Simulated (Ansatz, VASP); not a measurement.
## Two plane-wave programs on Cd4S3

```
Cd S
1.0
     4.09938    0.00000    0.00000
    -2.04969    3.55016    0.00000
     0.00000    0.00000   12.71874
Cd S
4 3
Cartesian
  0.0000 0.0000 7.0702
  0.0000 2.3668 10.7562
  0.0000 2.3668 3.5842
  0.0000 0.0000 0.0718
  0.0000 2.3668 6.1198
  0.0000 0.0000 9.6135
  0.0000 0.0000 2.6397
```

Alike in both runs: functional PBE; k mesh 12 × 12 × 4; occupations gaussian, width 0.01 eV; no spin polarisation.

Ansatz relaxed the structure, and its values are those at the end. VASP's run is a single point on that final structure, the one shown.

|  | VASP | Ansatz |
| --- | --- | --- |
| version | VASP 6.6.1 | Ansatz 0.2.0 |
| potentials or method | VASP PAW PBE potentials, release 64 (Cd, S), cutoff 520 eV | scalar-relativistic, plane waves, PAW |
| valence electrons in the cell | 66 | 98 |

Ansatz gave:

| Property | Result |
| --- | --- |
| gap on the k mesh at the Fermi level (eV) | 0.05 |
| least direct gap on the mesh (eV) | 0.24 |
| pressure (GPa) | 0.0 |
| rms of the force components (eV/Å) | 0.001 |

Q: Estimate VASP's values.

A: gap on the k mesh at the Fermi level (eV): 0.06; least direct gap on the mesh (eV): 0.24; pressure (GPa): 0.3; rms of the force components (eV/Å): 0.006.

With one functional, cell and mesh, what is left measures potentials, basis and numerics. VASP's potentials hold 66 valence electrons a cell and Ansatz's 98, so a difference there can come from the potentials and not from the codes.
